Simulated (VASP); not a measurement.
A run of VASP 6.6.1 is set up as follows.

INCAR

```
  ALGO = Fast
  EDIFF = 1E-6
  ENCUT = 520
  GGA = PS
  ISIF = 2
  ISMEAR = 0
  LASPH = True
  LCHARG = True
  LELF = True
  LREAL = False
  LVHAR = True
  LWAVE = False
  NBANDS = 18
  NELM = 100
  PREC = Accurate
  SIGMA = 0.15
```

The input KPOINTS:

```
k-points
0
Gamma
  24 24 12
```

POSCAR

```
Cu
1.0
    2.5143340716      0.0000000000      0.0000000000
   -1.2571670358      2.1774771796      0.0000000000
    0.0000000000      0.0000000000      4.6324090936
Cu
2
Direct
    0.3333333333      0.6666666667      0.2500000000
    0.6666666667      0.3333333333      0.7500000000
```

Potentials or basis: VASP PAW PBE potentials, release 64 (Cu).

Launch:

```console
$ cat potpaw_PBE.64/Cu/POTCAR > POTCAR
$ mpirun -np 1 vasp_std > vasp.out
```

**Question.** Estimate the pressure.

**Answer.** -11.5 GPa.

**Question.** Estimate the band gap on the k mesh.

**Answer.** Zero (bands 11 and 12 overlap by 6.31 eV).

Stress tensor (GPa, compression positive):
```
 -6.80   0.00   0.00
  0.00  -6.80   0.00
  0.00   0.00 -21.02
```

Caveat: the cell stands under tension; the PAW data sets were made with another functional, which shifts forces and pressure a little.
